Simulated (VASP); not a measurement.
The system is BaS.

```
CELL_PARAMETERS angstrom
0.00000 3.19375 3.19375
3.19375 0.00000 3.19375
3.19375 3.19375 0.00000
ATOMIC_POSITIONS crystal
Ba 0.00000 0.00000 0.00000
S 0.50000 0.50000 0.50000
```

| Property | Result |
| --- | --- |
| Program | VASP 6.6.1 |
| Task | relaxation of cell and atoms |
| Functional | PBEsol |
| Dispersion | D4 |
| Potentials or basis | VASP PAW PBE potentials, release 64 (Ba_sv, S) |
| Cutoff | 600 eV |
| k mesh | 7 × 7 × 7 |
| Occupations | fermi-dirac, width 0.05 eV |
| Spin | no spin polarisation |

At the start: pressure -1.3 GPa; volume 32.58 Å³/atom.

Where does the relaxation end?

Over 3 steps the energy falls by 3.6 meV/atom and the volume is 31.68 Å³/atom (-2.8 %); space group Fm-3m (No. 225, to 0.05 Å).

The path:
| step | energy change (eV) | largest force (eV/Å) | pressure (GPa) | volume (Å³) |
| --- | --- | --- | --- | --- |
| 1 | 0.0000 | 0.0000 | -1.26 | 65.15 |
| 2 | -0.0064 | 0.0000 | 0.46 | 62.77 |
| 3 | -0.0073 | 0.0000 | 0.00 | 63.35 |

Final structure:
```cif
data_structure
_symmetry_space_group_name_H-M 'P 1'
_symmetry_Int_Tables_number 1
_cell_length_a 4.4746
_cell_length_b 4.4746
_cell_length_c 4.4746
_cell_angle_alpha 60.000
_cell_angle_beta 60.000
_cell_angle_gamma 60.000
_cell_volume 63.35
loop_
_atom_site_label
_atom_site_type_symbol
_atom_site_fract_x
_atom_site_fract_y
_atom_site_fract_z
_atom_site_occupancy
Ba1 Ba 0.00000 0.00000 0.00000 1
S1 S 0.50000 0.50000 0.50000 1
```

Caveat: the PAW data sets were made with another functional, which shifts forces and pressure a little.
